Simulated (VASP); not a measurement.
Input of a VASP 6.6.1 run:

The input INCAR:

```
PREC = Accurate ; ENCUT = 520
EDIFF = 1E-6 ; ISMEAR = -1
SIGMA = 0.05 ; LREAL = F
LASPH = T ; NELM = 150
ALGO = Normal ; ISIF = 2
LWAVE = F ; LCHARG = F
ISPIN = 2 ; MAGMOM = 7
LORBIT = 11 ; LMAXMIX = 6
GGA = PE ; NBANDS = 19
```

File KPOINTS:

```
Automatic mesh
0
Gamma
  16 16 16
```

Contents of POSCAR:

```
Gd
1.0
   -1.7179566055      1.7179566055      1.7179566055
    1.7179566055     -1.7179566055      1.7179566055
    1.7179566055      1.7179566055     -1.7179566055
Gd
1
Direct
    0.0000000000      0.0000000000      0.0000000000
```

Potentials or basis: VASP PAW PBE potentials, release 64 (Gd).

Launch:

```sh
$ cat potpaw_PBE.64/Gd/POTCAR > POTCAR
$ mpirun -np 1 vasp_std > vasp.out
```

**Question.** What does it give for the pressure?

**Answer.** 36.5 GPa.

**Question.** Estimate the site moments.

**Answer.** Gd +7.00 μB.

Caveat: the cell stands under pressure. The state reached can hang on the start; a lower one may exist.
